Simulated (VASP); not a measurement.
Input of a VASP 6.6.1 run:

The input INCAR:

```
SYSTEM = MgO
ALGO = Normal ; EDIFF = 1E-6
ENCUT = 520 ; GGA = PE
ISIF = 2 ; ISMEAR = 0
LASPH = .TRUE. ; LCHARG = .FALSE.
LREAL = .FALSE. ; LWAVE = .FALSE.
NBANDS = 16 ; NELM = 100
PREC = Accurate ; SIGMA = 0.05
```

Contents of KPOINTS:

```
k-points
0
G
  9 9 6
  0 0 0
```

The input POSCAR:

```
MgO
1.0
    3.3152853999      0.0000000000      0.0000000000
   -1.6576427000      2.8711213771      0.0000000000
    0.0000000000      0.0000000000      4.9850000000
Mg O
2 2
Direct
    0.3333333333      0.6666666667      0.0063188013
    0.6666666667      0.3333333333      0.5063188013
    0.3333333333      0.6666666667      0.3982811987
    0.6666666667      0.3333333333      0.8982811987
```

Potentials or basis: VASP PAW PBE potentials, release 64 (Mg, O).

The run is started by

```bash
$ cat potpaw_PBE.64/Mg/POTCAR potpaw_PBE.64/O/POTCAR > POTCAR
$ mpirun -np 1 vasp_std > vasp.out
```

(1) Estimate the pressure.

(2) What does it give for the largest force?

(3) Predict the band gap on the k mesh.

Answers

(1) 2.7 GPa.

(2) 0.320 eV/Å.

(3) 3.49 eV, direct.
